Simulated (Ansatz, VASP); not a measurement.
# Hf: VASP beside Ansatz

The input INCAR:

```
ALGO = Fast ; EDIFF = 1E-7
ENCUT = 520 ; GGA = PS
ISIF = 2 ; ISMEAR = 0
LASPH = True ; LCHARG = False
LREAL = False ; LWAVE = False
NBANDS = 17 ; NELM = 60
PREC = Accurate ; SIGMA = 0.15
```

KPOINTS

```
k-points
0
Gamma
  18 18 10
```

Contents of POSCAR:

```
Hf
1.0
    3.5563271082      0.0000000000      0.0000000000
   -1.7781635541      3.0798696198      0.0000000000
    0.0000000000      0.0000000000      5.0578000000
Hf
2
Direct
    0.3333333333      0.6666666667      0.2500000000
    0.6666666667      0.3333333333      0.7500000000
```

Input for Ansatz:

```yaml
crystal:
  lattice:
    - [3.5563271082, 0.0, 0.0]
    - [-1.7781635541, 3.0798696198, 0.0]
    - [0.0, 0.0, 5.0578]
  atoms:
    - { symbol: Hf, position: [0.3333333333, 0.6666666667, 0.25] }
    - { symbol: Hf, position: [0.6666666667, 0.3333333333, 0.75] }
basis:
  ecutwfc: 420
kpoints:
  mp_grid: { grid: [18, 18, 10] }
hamiltonian:
  xc: pbesol
scf:
  occupations: { method: gaussian, width: 0.15 }
output:
  forces: true
  stress: true
  eigenvalues: true
```

Change from the starting cell: strain +0.1125 x Voigt [1, 1, 0, 0, 0, 0], atoms carried along.

Alike in both runs: task single point; functional PBEsol; k mesh 18 × 18 × 10; occupations gaussian, width 0.15 eV; no spin polarisation.

```csv
,VASP,Ansatz
version,VASP 6.6.1,Ansatz 0.2.0
potentials or method,"VASP PAW PBE potentials, release 64 (Hf_pv), cutoff 520 eV","scalar-relativistic, plane waves, PAW"
valence electrons in the cell,20,52
```

Ansatz gave:

- gap on the k mesh at the Fermi level (eV): none
- pressure (GPa): -17.6
- traceless stress, the component that is largest in VASP (GPa): 4.40

Which values does VASP return?

gap on the k mesh at the Fermi level (eV): none; pressure (GPa): -18.0; traceless stress, the component that is largest in VASP (GPa): 4.34.

VASP's potentials were made for PBE, not for PBEsol. A gap of «none» marks a metal or a gap that the smearing closes. VASP's potentials hold 20 valence electrons a cell and Ansatz's 52, so a difference there can come from the potentials and not from the codes.

Neither program's run includes spin-orbit coupling.
